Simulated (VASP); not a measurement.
# LaAl5Cl (P4/mmm) in VASP: single point with PBE

Aim: the single point of LaAl5Cl with PBE.

All numbers are computed with VASP 6.6.1; they aren't measurements. Logs are shortened: lines on timing, memory, paths and dates and some standing lists are left out, and cuts for length are marked.

### 1 The cell of the first run

The structure is tetragonal, space group P4/mmm (No. 123). Conventional cell: a = 4.994 Å, b = 4.994 Å, c = 6.425 Å, α = 90.00°, β = 90.00°, γ = 90.00°. La (site symmetry 4/mmm) has 12 Al at 3.14 to 3.53 Å and 2 Cl at 3.21 Å within 4.1 Å. Within 3.5 Å of Al (site symmetry 2mm) lie 3 Al at 2.63 to 3.14 Å and 2 Cl at 2.82 Å and 2 La at 3.14 Å. Al (site symmetry 4/mmm) has 8 Al at 3.14 Å and 4 La at 3.53 Å within 4.1 Å. Cl (site symmetry 4/mmm) has 8 Al at 2.82 Å and 2 La at 3.21 Å within 3.7 Å.

### 2 Single point, PBE

The input, INCAR:

```
ALGO     = Normal         # electronic algorithm
EDIFF    = 1E-6           # SCF threshold, eV
ENCUT    = 520            # plane-wave cutoff, eV
GGA      = PE             # functional
ISIF     = 2              # what is computed and relaxed
ISMEAR   = 0              # smearing method
LASPH    = True           # aspherical terms in the spheres
LCHARG   = False          # write CHGCAR
LREAL    = False          # projectors in reciprocal space
LWAVE    = False          # write WAVECAR
NBANDS   = 26             # bands
NELM     = 60             # most SCF steps
PREC     = Accurate       # precision mode
SIGMA    = 0.1            # smearing width, eV
```

The input, KPOINTS:

```
k-points
0
Gamma
  4 4 4
```

The input, POSCAR:

```
LaAl5Cl
1.0
    4.9937787518      0.0000000000      0.0000000000
    0.0000000000      4.9937787518      0.0000000000
    0.0000000000      0.0000000000      6.4253115947
La Al Cl
1 5 1
Direct
    0.0000000000      0.0000000000      0.0000000000
    0.0000000000      0.5000000000      0.2953530132
    0.0000000000      0.5000000000      0.7046469868
    0.5000000000      0.0000000000      0.2953530132
    0.5000000000      0.0000000000      0.7046469868
    0.5000000000      0.5000000000      0.0000000000
    0.0000000000      0.0000000000      0.5000000000
```

Potentials or basis: VASP PAW PBE potentials, release 64 (La, Al, Cl).

Run with:

```console
$ cat potpaw_PBE.64/La/POTCAR potpaw_PBE.64/Al/POTCAR potpaw_PBE.64/Cl/POTCAR > POTCAR
$ mpirun -np 1 vasp_std > vasp.out
```

OUTCAR:

```text
EDIFF = 1E-6
   ENCUT = 520
   GGA = PE
   ISIF = 2
   ISMEAR = 0
   LASPH = True
   LREAL = False
   NELM = 60
   PREC = Accurate

 ion  position               nearest neighbor table
   1  0.000  0.000  0.000-   2 3.14   3 3.14   4 3.14   5 3.14   2 3.14   3 3.14   4 3.14   5 3.14

   2  0.000  0.500  0.295-   3 2.63   7 2.82   7 2.82   1 3.14   1 3.14   6 3.14   6 3.14
   3  0.000  0.500  0.705-   2 2.63   7 2.82   7 2.82   1 3.14   1 3.14   6 3.14   6 3.14
   4  0.500  0.000  0.295-   5 2.63   7 2.82   7 2.82   1 3.14   6 3.14   1 3.14   6 3.14
   5  0.500  0.000  0.705-   4 2.63   7 2.82   7 2.82   1 3.14   6 3.14   1 3.14   6 3.14
   6  0.500  0.500  0.000-   2 3.14   3 3.14   4 3.14   5 3.14   4 3.14   5 3.14   2 3.14   3 3.14

   7  0.000  0.000  0.500-   2 2.82   3 2.82   4 2.82   5 2.82   2 2.82   3 2.82   4 2.82   5 2.82

  LATTYP: Found a simple tetragonal cell.
 ALAT       =     4.9937787518
 C/A-ratio  =     1.2866632492

  Lattice vectors:

 A1 = (   4.9937787518,   0.0000000000,   0.0000000000)
 A2 = (   0.0000000000,   4.9937787518,   0.0000000000)
 A3 = (   0.0000000000,   0.0000000000,   6.4253115947)

Analysis of symmetry for initial positions (statically):
=====================================================================
 Subroutine PRICEL returns:
 Original cell was already a primitive cell.

 Routine SETGRP: Setting up the symmetry group for a
 simple tetragonal supercell.

 Subroutine GETGRP returns: Found 16 space group operations
 (whereof 16 operations were pure point group operations)
 out of a pool of 16 trial point group operations.

The static configuration has the point symmetry D_4h.

Analysis of symmetry for dynamics (positions and initial velocities):
=====================================================================
 Subroutine PRICEL returns:
 Original cell was already a primitive cell.

 Routine SETGRP: Setting up the symmetry group for a
 simple tetragonal supercell.

 Subroutine GETGRP returns: Found 16 space group operations
 (whereof 16 operations were pure point group operations)
 out of a pool of 16 trial point group operations.

The dynamic configuration has the point symmetry D_4h.

 Subroutine INISYM returns: Found 16 space group operations
 (whereof 16 operations are pure point group operations),
 and found     1 'primitive' translations

----------------------------------------------------------------------------------------

                                     Primitive cell

  volume of cell :     160.2333

  direct lattice vectors                    reciprocal lattice vectors
     4.993778752  0.000000000  0.000000000     0.200249160  0.000000000  0.000000000
     0.000000000  4.993778752  0.000000000     0.000000000  0.200249160  0.000000000
     0.000000000  0.000000000  6.425311595     0.000000000  0.000000000  0.155634476

  length of vectors
     4.993778752  4.993778752  6.425311595     0.200249160  0.200249160  0.155634476

  position of ions in fractional coordinates (direct lattice)
     0.000000000  0.000000000  0.000000000
     0.000000000  0.500000000  0.295353013
     0.000000000  0.500000000  0.704646987
     0.500000000  0.000000000  0.295353013
     0.500000000  0.000000000  0.704646987
     0.500000000  0.500000000  0.000000000
     0.000000000  0.000000000  0.500000000

  ion indices of the primitive-cell ions
   primitive index   ion index
                 1           1
                 2           2
                 3           3
                 4           4
                 5           5
                 6           6
                 7           7

----------------------------------------------------------------------------------------

 KPOINTS: k-points

Automatic generation of k-mesh.
 Grid dimensions read from file:
 generate k-points for:    4    4    4

 Generating k-lattice:

  Cartesian coordinates                     Fractional coordinates (reciprocal lattice)
     0.050062290  0.000000000  0.000000000     0.250000000  0.000000000  0.000000000
     0.000000000  0.050062290  0.000000000     0.000000000  0.250000000  0.000000000
     0.000000000  0.000000000  0.038908619     0.000000000  0.000000000  0.250000000

  Length of vectors
     0.050062290  0.050062290  0.038908619

  Shift w.r.t. Gamma in fractional coordinates (k-lattice)
     0.000000000  0.000000000  0.000000000

 Subroutine IBZKPT returns following result:
 ===========================================

 Found     18 irreducible k-points:

 Following reciprocal coordinates:
            Coordinates               Weight
  0.000000  0.000000  0.000000      1.000000
  0.250000  0.000000  0.000000      4.000000
  0.500000  0.000000  0.000000      2.000000
  0.250000  0.250000  0.000000      4.000000
  0.500000  0.250000  0.000000      4.000000
  0.500000  0.500000  0.000000      1.000000
[... 10 lines left out ...]
  0.500000  0.250000  0.500000      4.000000
  0.500000  0.500000  0.500000      1.000000
   k-points           NKPTS =     18   k-points in BZ     NKDIM =     18   number of bands    NBANDS=     26
   number of dos      NEDOS =    301   number of ions     NIONS =      7
   total plane-waves  NPLWV =  76800
   dimension x,y,z NGX =    40 NGY =   40 NGZ =   48
   dimension x,y,z NGXF=    80 NGYF=   80 NGZF=   96
   ions per type =               1   5   1
   NGX,Y,Z   is equivalent  to a cutoff of  13.32, 13.32, 12.42 a.u.
   NGXF,Y,Z  is equivalent  to a cutoff of  26.63, 26.63, 24.84 a.u.
 SYSTEM =  unknown system
   PREC   = accura    normal or accurate (medium, high low for compatibility)
   ISTART =      0    job   : 0-new  1-cont  2-samecut
   ICHARG =      2    charge: 1-file 2-atom 10-const
   ISPIN  =      1    spin polarized calculation?
   LNONCOLLINEAR =      F non collinear calculations
   LSORBIT =      F    spin-orbit coupling
   LASPH  =      T    aspherical Exc in radial PAW
   ENCUT  =  520.0 eV  38.22 Ry    6.18 a.u.   9.29  9.29 11.95*2*pi/ulx,y,z
   NELM   =     60;   NELMIN=  2; NELMDL= -5     # of ELM steps
   EDIFF  = 0.1E-05   stopping-criterion for ELM
   LREAL  =      F    real-space projection
   EDIFFG = 0.1E-04   stopping-criterion for IOM
   NSW    =      0    number of steps for IOM
   IBRION =     -1    ionic relax: 0-MD 1-quasi-New 2-CG
   NFREE  =      0    steps in history (QN), initial steepest desc. (CG)
   ISIF   =      2    stress and relaxation
   ISYM   =      2    0-nonsym 1-usesym 2-fastsym
   POTIM  = 0.5000    time-step for ionic-motion
   TEBEG  =    0.0;   TEEND  =   0.0 temperature during run
   PSTRESS=    0.0 pullay stress
   NELECT =      33.0000    total number of electrons
   NUPDOWN=      -1.0000    fix difference up-down
   EMIN   =  10.00;   EMAX   =-10.00  energy-range for DOS
   EFERMI =   0.00;   METHOD = LEGACY
   ISMEAR =     0;   SIGMA  =   0.10  broadening in eV -4-tet -1-fermi 0-gaus
   EFERMI_NEDOS =   21; number of points for ismear=-14 and -15
   IALGO  =     38    algorithm
   IMIX   =      4    mixing-type and parameters
     AMIX     =   0.40;   BMIX     =  1.00
     AMIX_MAG =   1.60;   BMIX_MAG =  1.00
  volume/ion in A,a.u.               =      22.89       154.47
  Fermi-wavevector in a.u.,A,eV,Ry     =   0.966782  1.826953 12.716922  0.934667
  Thomas-Fermi vector in A             =   2.096612
   LORBIT       =      0    0 simple, 1 ext, 2 COOP (PROOUT), +10 PAW based schemes
   GGA     = PE    functional components
   LHFCALC =     F    Hartree Fock is set to
   AEXX    =    0.0000 exact exchange contribution
   IVDW    =     0    specifies the selected vdW correction
   LEPSILON=     F    determine dielectric tensor
   LRPA    =     F    only Hartree local field effects (RPA)
 non-spin polarized calculation
 Gauss-broadening in eV      SIGMA  =   0.10
  energy-cutoff  :      520.00
  volume of cell :      160.23
 maximum number of plane-waves:      4352
 NGX is ok and might be reduce to    40
   NGX = 19   NGY = 19   NGZ = 23

 number of electron      32.9999997 magnetization

 Free energy of the ion-electron system (eV)
  ---------------------------------------------------
  ext. energy  EPLUGINS =         0.00000000
  ---------------------------------------------------
  free energy    TOTEN  =       -24.41137504 eV

  energy without entropy =      -24.39166096  energy(sigma->0) =      -24.40151800

 E-fermi :   6.3414     XC(G=0):  -9.4120

 val. band max:        6.3038368832   @ k =   0.2500   0.2500   0.0000
 cond. band min:       6.3507710206   @ k =   0.2500   0.0000   0.5000
 fundamental gap:      0.0469341374
 Fermi energy:         6.3413618475

 k-point     1 :       0.0000    0.0000    0.0000
  band No.  band energies     occupation
      1     -26.3405      2.00000
      2     -11.2110      2.00000
      3     -10.3802      2.00000
      4     -10.1727      2.00000
      5     -10.1727      2.00000
      6      -1.2614      2.00000
[... 18 lines left out ...]
     25       8.5959      0.00000
     26       8.5979      0.00000

 k-point     2 :       0.2500    0.0000    0.0000
  band No.  band energies     occupation
      1     -26.3393      2.00000
      2     -11.1940      2.00000
      3     -10.3725      2.00000
      4     -10.2247      2.00000
      5     -10.1686      2.00000
      6      -1.3818      2.00000
[... 18 lines left out ...]
     25       8.5170      0.00000
     26       8.6449      0.00000

 k-point     3 :       0.5000    0.0000    0.0000
  band No.  band energies     occupation
      1     -26.3382      2.00000
      2     -11.1766      2.00000
      3     -10.3649      2.00000
      4     -10.2759      2.00000
      5     -10.1644      2.00000
      6      -1.6305      2.00000
[... 398 lines left out ...]
 k-point    17 :       0.5000    0.2500    0.5000
  band No.  band energies     occupation
      1     -26.3368      2.00000
      2     -11.4515      2.00000
      3     -10.2655      2.00000
      4     -10.2111      2.00000
      5      -9.9452      2.00000
      6      -1.5540      2.00000
[... 18 lines left out ...]
     25       8.5248      0.00000
     26       8.5269      0.00000

 k-point    18 :       0.5000    0.5000    0.5000
  band No.  band energies     occupation
      1     -26.3356      2.00000
      2     -11.4340      2.00000
      3     -10.2581      2.00000
      4     -10.2581      2.00000
      5      -9.9413      2.00000
      6      -1.4495      2.00000
[... 18 lines left out ...]
     25       8.3647      0.00000
     26       8.4857      0.00000

------------------------ aborting loop because EDIFF is reached ----------------------------------------

  FORCE on cell =-STRESS in cart. coord.  units (eV):
  Direction    XX          YY          ZZ          XY          YZ          ZX
  --------------------------------------------------------------------------------------
  -------------------------------------------------------------------------------------
  Total        0.2454322      0.2454322     -0.2181576      0.0000000     -0.0000000      0.0000000
  in kB        2.4540839      2.4540839     -2.1813637      0.0000000     -0.0000000      0.0000000
  external PRESSURE =       0.9089347 kB  Pullay stress =       0.0000000 kB

 VOLUME and BASIS-vectors are now :
 -----------------------------------------------------------------------------
  energy-cutoff  :      520.00
  volume of cell :      160.23
      direct lattice vectors                 reciprocal lattice vectors
     4.993778752  0.000000000  0.000000000     0.200249160  0.000000000  0.000000000
     0.000000000  4.993778752  0.000000000     0.000000000  0.200249160  0.000000000
     0.000000000  0.000000000  6.425311595     0.000000000  0.000000000  0.155634476

 POSITION                                       TOTAL-FORCE (eV/Angst)
 -----------------------------------------------------------------------------------
      0.00000      0.00000      0.00000        -0.000000     -0.000000      0.000000
      0.00000      2.49689      1.89774        -0.000000     -0.000000      0.019673
      0.00000      2.49689      4.52758         0.000000     -0.000000     -0.019673
      2.49689      0.00000      1.89774         0.000000      0.000000      0.019673
      2.49689      0.00000      4.52758        -0.000000      0.000000     -0.019673
      2.49689      2.49689      0.00000        -0.000000     -0.000000      0.000000
      0.00000      0.00000      3.21266        -0.000000     -0.000000      0.000000
 -----------------------------------------------------------------------------------
    total drift:                               -0.000000     -0.000000     -0.000000

  FREE ENERGIE OF THE ION-ELECTRON SYSTEM (eV)
  ---------------------------------------------------
  free  energy   TOTEN  =       -24.4113750425 eV

  energy  without entropy=      -24.3916609624  energy(sigma->0) =      -24.40151800
```

It took 62 s on 1 thread of Intel Xeon Platinum 8375C at 2.90GHz (Ice Lake), shared host; peak memory 0.31 GiB.

What came out:

```
Free energy   : -24.4114 eV
Pressure      : 0.1 GPa
Largest force : 0.020 eV/Å
```

Forces on the atoms (eV/Å):
```
La   0.000  0.000  0.000
Al   0.000  0.000  0.020
Al   0.000  0.000 -0.020
Al   0.000  0.000  0.020
Al   0.000  0.000 -0.020
Al   0.000  0.000  0.000
Cl   0.000  0.000  0.000
```

Caveat: spin-orbit coupling is left out, which moves the levels of the heavy elements; an odd number of electrons without spin polarisation forces a metal; a magnetic or distorted state may lie lower.
